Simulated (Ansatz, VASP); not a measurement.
**Mo: VASP beside Ansatz**

POSCAR

```
Mo
1.0
   -1.6249651476      1.6249651476      1.6249651476
    1.6249651476     -1.6249651476      1.6249651476
    1.6249651476      1.6249651476     -1.6249651476
Mo
1
Direct
    0.0000000000      0.0000000000      0.0000000000
```

File INCAR.step1:

```
SYSTEM = Mo
PREC = Accurate
ENCUT = 520
ISMEAR = 1
SIGMA = 0.1
LREAL = .FALSE.
LASPH = .TRUE.
NELM = 150
LMAXMIX = 4
LDAU = .TRUE.
LDAUTYPE = 2
LDAUL = 2
LDAUU = 5
LDAUJ = 0
NBANDS = 13
GGA = PE
ALGO = Normal
EDIFF = 1E-4
LWAVE = .TRUE.
LCHARG = .FALSE.
```

The input INCAR.step2:

```
SYSTEM = Mo
PREC = Accurate
ENCUT = 520
EDIFF = 1E-6
ISMEAR = 1
SIGMA = 0.1
LREAL = .FALSE.
LASPH = .TRUE.
NELM = 150
ALGO = Normal
ISIF = 2
LWAVE = .FALSE.
LCHARG = .FALSE.
LMAXMIX = 4
LDAU = .TRUE.
LDAUTYPE = 2
LDAUL = 2
LDAUU = 5
LDAUJ = 0
LDAUPRINT = 1
METAGGA = R2SCAN
LMIXTAU = .TRUE.
NBANDS = 13
ISTART = 1
```

The input KPOINTS:

```
Automatic mesh
0
G
  12 12 12
  0 0 0
```

File input.yaml:

```yaml
crystal:
  lattice:
    - [-1.6249651476, 1.6249651476, 1.6249651476]
    - [1.6249651476, -1.6249651476, 1.6249651476]
    - [1.6249651476, 1.6249651476, -1.6249651476]
  atoms:
    - { symbol: Mo, position: [0.0, 0.0, 0.0] }
hamiltonian:
  xc: r2scan
  pseudopotentials: { kind: paw, source: ansatz }
  hubbard: { sites: [{ species: Mo, l: d, u_eff: 5.0 }] }
kpoints:
  mp_grid: { grid: [12, 12, 12] }
scf:
  occupations: { method: methfessel_paxton, width: 0.1 }
output:
  forces: true
  stress: true
  eigenvalues: true
  write_density: true
  write_potential: true
  elf: true
  volumetric_format: npy
```

Change from the starting cell: volume scaled by 1.08.

Alike in both runs: task single point; functional r2SCAN; k mesh 12 × 12 × 12; occupations methfessel-paxton of order 1, width 0.1 eV; no spin polarisation; Hubbard terms Mo d U = 5.0 eV.

```csv
,VASP,Ansatz
version,VASP 6.6.1,Ansatz 0.2.0
potentials or method,"VASP PAW PBE potentials, release 64 (Mo_sv)",Ansatz PAW earlier set
plane-wave cutoff (eV),520,500
valence electrons in the cell,14,14
```

```tsv
	VASP	Ansatz	Ansatz less VASP
gap on the k mesh at the Fermi level (eV)	none	none	-
pressure (GPa)	-9.5	-12.7	-3.22
```

VASP's potentials were made for PBE, not for r2SCAN. The programs project onto different local orbitals, so the same U acts differently, and such runs can settle in different states. A gap of «none» marks a metal or a gap that the smearing closes.
